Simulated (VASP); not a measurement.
A run of VASP 6.6.1 is set up as follows.

The input INCAR:

```
SYSTEM = TiAl
  PREC = Accurate
  ENCUT = 600
  EDIFF = 1E-6
  ISMEAR = 0
  SIGMA = 0.1
  LREAL = .FALSE.
  LASPH = .TRUE.
  NELM = 100
  ALGO = Fast
  ISIF = 3
  LWAVE = .FALSE.
  LCHARG = .FALSE.
  GGA = PS
  IBRION = 2
  NSW = 100
  EDIFFG = -0.002
```

Contents of KPOINTS:

```
Automatic mesh
0
G
  14 14 14
  0 0 0
```

Contents of POSCAR:

```
TiAl
1.0
    3.1790640000      0.0000000000      0.0000000000
    0.0000000000      3.1790640000      0.0000000000
    0.0000000000      0.0000000000      3.1790640000
Ti Al
1 1
Direct
    0.0000000000      0.0000000000      0.0000000000
    0.5000000000      0.5000000000      0.5000000000
```

Potentials or basis: VASP PAW PBE potentials, release 64 (Ti_sv, Al).

Launch:

```bash
$ cat potpaw_PBE.64/Ti_sv/POTCAR potpaw_PBE.64/Al/POTCAR > POTCAR
$ mpirun -np 1 vasp_std > vasp.out
```

(1) What does it give for the relaxed cell?

(2) Predict the space group after relaxing (to 0.05 Å).

(3) Predict the relaxed volume.

Answers

(1) a = 3.157 Å, b = 3.157 Å, c = 3.157 Å, α = 90.00°, β = 90.00°, γ = 90.00°.

(2) Pm-3m (No. 221).

(3) 15.73 Å³/atom.

Caveat: the PAW data sets were made with another functional, which shifts forces and pressure a little.
